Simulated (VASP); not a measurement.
Crystal: WC.

```
CELL_PARAMETERS angstrom
1.64035 -2.11804 0.00000
1.64035 2.11804 0.00000
0.00000 0.00000 4.30942
ATOMIC_POSITIONS crystal
W 0.50000 0.50000 0.50000
C 0.00000 0.00000 0.00000
```

| Quantity | Value |
| --- | --- |
| Program | VASP 6.6.1 |
| Task | relaxation of cell and atoms |
| Functional | LDA |
| Potentials or basis | VASP PAW LDA potentials, release 64 (W_sv, C) |
| Cutoff | 600 eV |
| k mesh | 10 × 10 × 6 |
| Occupations | fermi-dirac, width 0.05 eV |
| Spin | no spin polarisation |

At the start: pressure -40.7 GPa; volume 14.97 Å³/atom.

Problem. How do energy, volume and symmetry change on relaxing?

Solution. Over 21 steps the energy falls by 2208.0 meV/atom and the volume is 11.19 Å³/atom (-25.3 %); space group Cmmm (No. 65, to 0.1 Å) before and after.

Step by step:
| step | energy change (eV) | largest force (eV/Å) | pressure (GPa) | volume (Å³) |
| --- | --- | --- | --- | --- |
| 1 | 0.0000 | 0.0000 | -40.69 | 29.94 |
| 2 | -1.1767 | 0.0000 | 188.77 | 15.95 |
| 3 | -2.7415 | 0.0000 | 22.87 | 20.23 |
| 4 | -2.2160 | 0.0000 | 161.10 | 17.20 |
| 5 | -3.6684 | 0.0000 | 54.23 | 18.98 |
| 6 | -3.6834 | 0.0000 | 61.81 | 18.79 |
| 7 | -4.0953 | 0.0000 | -26.17 | 24.47 |
| 8 | -4.3687 | 0.0000 | -2.45 | 21.94 |
| 9 | -4.3690 | 0.0000 | -1.64 | 21.88 |
| 10 | -4.3992 | 0.0000 | 2.11 | 21.95 |
| 11 | -4.3962 | 0.0000 | 9.13 | 22.02 |
| 12 | -4.4071 | 0.0000 | 5.48 | 21.99 |
| 13 | -4.4135 | 0.0000 | -1.50 | 22.65 |
| 14 | -4.4149 | 0.0000 | 0.50 | 22.45 |
| 15 | -4.4157 | 0.0000 | -0.23 | 22.43 |
| 16 | -4.4159 | 0.0000 | -0.63 | 22.42 |
| 17 | -4.4160 | 0.0000 | 0.23 | 22.33 |
| 18 | -4.4161 | 0.0000 | 0.08 | 22.35 |
| 19 | -4.4161 | 0.0000 | 0.05 | 22.36 |
| 20 | -4.4161 | 0.0000 | -0.02 | 22.36 |
| 21 | -4.4161 | 0.0000 | -0.08 | 22.38 |

Final structure:
```
CELL_PARAMETERS angstrom
1.46490 -2.55248 0.00000
1.46490 2.55248 0.00000
0.00000 0.00000 2.99208
ATOMIC_POSITIONS crystal
W 0.50000 0.50000 0.50000
C 0.00000 0.00000 0.00000
```

Caveat: the volume moved by over 15 % at a fixed basis, so the end points are rough.
